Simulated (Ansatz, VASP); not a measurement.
**Two plane-wave programs on BN**

The input POSCAR:

```
BN
1.0
    1.8048137541     -1.8048137541      0.0000000000
    1.8048137541      0.0000000000     -1.8048137541
    7.2192550164      7.2192550164      7.2192550164
B N
6 6
Direct
    1.0000000000      0.0000000000      0.5000000000
    0.3333333333      0.3333333333      0.3333333333
    0.6666666667      0.6666666667      0.6666666667
    1.0000000000      1.0000000000      0.0000000000
    0.3333333333      0.3333333333      0.8333333333
    0.6666666667      0.6666666667      0.1666666667
    0.6666666667      0.6666666667      0.5416666667
    0.0000000000      0.0000000000      0.3750000000
    0.3333333333      0.3333333333      0.7083333333
    0.6666666667      0.6666666667      0.0416666667
    0.0000000000      0.0000000000      0.8750000000
    0.3333333333      0.3333333333      0.2083333333
```

Contents of INCAR.step1:

```
  PREC = Accurate
  ENCUT = 520
  ISMEAR = 0
  SIGMA = 0.05
  LREAL = F
  LASPH = T
  NELM = 80
  NBANDS = 36
  GGA = PE
  ALGO = Normal
  EDIFF = 1E-4
  LWAVE = T
  LCHARG = F
```

The input INCAR.step2:

```
  PREC = Accurate
  ENCUT = 520
  EDIFF = 1E-6
  ISMEAR = 0
  SIGMA = 0.05
  LREAL = F
  LASPH = T
  NELM = 80
  ALGO = Normal
  ISIF = 2
  LWAVE = F
  LCHARG = F
  METAGGA = R2SCAN
  LMIXTAU = T
  NBANDS = 36
  ISTART = 1
```

KPOINTS

```
Automatic mesh
0
Gamma
  10 10 2
```

Input for Ansatz:

```yaml
crystal:
  lattice:
    - [1.8048137541, -1.8048137541, 0.0]
    - [1.8048137541, 0.0, -1.8048137541]
    - [7.2192550164, 7.2192550164, 7.2192550164]
  atoms:
    - { symbol: B, position: [1.0, 0.0, 0.5] }
    - { symbol: B, position: [0.3333333333, 0.3333333333, 0.3333333333] }
    - { symbol: B, position: [0.6666666667, 0.6666666667, 0.6666666667] }
    - { symbol: B, position: [1.0, 1.0, 0.0] }
    - { symbol: B, position: [0.3333333333, 0.3333333333, 0.8333333333] }
    - { symbol: B, position: [0.6666666667, 0.6666666667, 0.1666666667] }
    - { symbol: "N", position: [0.6666666667, 0.6666666667, 0.5416666667] }
    - { symbol: "N", position: [0.0, 0.0, 0.375] }
    - { symbol: "N", position: [0.3333333333, 0.3333333333, 0.7083333333] }
    - { symbol: "N", position: [0.6666666667, 0.6666666667, 0.0416666667] }
    - { symbol: "N", position: [0.0, 0.0, 0.875] }
    - { symbol: "N", position: [0.3333333333, 0.3333333333, 0.2083333333] }
basis:
  ecutwfc: 500
kpoints:
  mp_grid: { grid: [10, 10, 2] }
hamiltonian:
  xc: r2scan
scf:
  occupations: { method: gaussian, width: 0.05 }
output:
  forces: true
  stress: true
  eigenvalues: true
```

Alike in both runs: task single point; functional r2SCAN; k mesh 10 × 10 × 2; occupations gaussian, width 0.05 eV; no spin polarisation.

|  | VASP | Ansatz |
| --- | --- | --- |
| version | VASP 6.6.1 | Ansatz 0.2.0 |
| potentials or method | VASP PAW PBE potentials, release 64 (B, N), cutoff 520 eV | scalar-relativistic, plane waves, PAW |
| valence electrons in the cell | 48 | 48 |

```csv
,VASP,Ansatz,Ansatz less VASP
gap on the k mesh at the Fermi level (eV),4.98,5.00,+0.021
least direct gap on the mesh (eV),7.01,7.02,+0.019
pressure (GPa),1.1,0.0,-1.11
```

VASP's potentials were made for PBE, not for r2SCAN.
